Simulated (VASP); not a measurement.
Set up this calculation in VASP 6.6.1, as the native input.

```
Task                   : single point
Functional             : PBE
Potentials or basis    : VASP PAW PBE potentials, release 64 (Na_pv, Cl)
Cutoff                 : 500 eV
k mesh                 : 4 × 4 × 4
Occupations            : gaussian, width 0.01 eV
Spin                   : no spin polarisation
Dipole correction      : no
Further INCAR settings : ALGO = Normal; EDIFF = 1e-06; NBANDS = 14
```

The structure of NaCl lies in POSCAR:

```
NaCl
1.0
    0.0000000000      2.8100000000      2.8100000000
    2.8100000000      0.0000000000      2.8100000000
    2.8100000000      2.8100000000      0.0000000000
Na Cl
1 1
Direct
   -0.0016089700     -0.0046307680      0.0018919040
    0.5010434371      0.5030031074      0.4987730686
```

These files were run (other wordings do the same):

INCAR

```
SYSTEM = NaCl
ALGO = Normal ; EDIFF = 1E-6
ENCUT = 500 ; GGA = PE
GGA_COMPAT = .False. ; ISIF = 2
ISMEAR = 0 ; LASPH = .True.
LCHARG = .False. ; LREAL = .False.
LWAVE = .False. ; NBANDS = 14
NELM = 120 ; PREC = Accurate
SIGMA = 0.01
```

KPOINTS

```
k-points
0
Gamma
  4 4 4
  0 0 0
```

Potentials or basis: VASP PAW PBE potentials, release 64 (Na_pv, Cl).

The run is started by

```console
$ cat potpaw_PBE.64/Na_pv/POTCAR potpaw_PBE.64/Cl/POTCAR > POTCAR
$ mpirun -np 1 vasp_std > vasp.out
```

Results of the run:

```json
{
  "Pressure": "1.0 GPa",
  "Largest force": "0.046 eV/Å",
  "Band gap on the k mesh": "5.15 eV, direct"
}
```

Caveat: the k points lie up to 0.48 Å⁻¹ apart.

Run time: 20 s on 1 thread of Intel(R) Xeon(R) Platinum 8488C (Sapphire Rapids), on a shared host, peak memory 0.16 GiB.
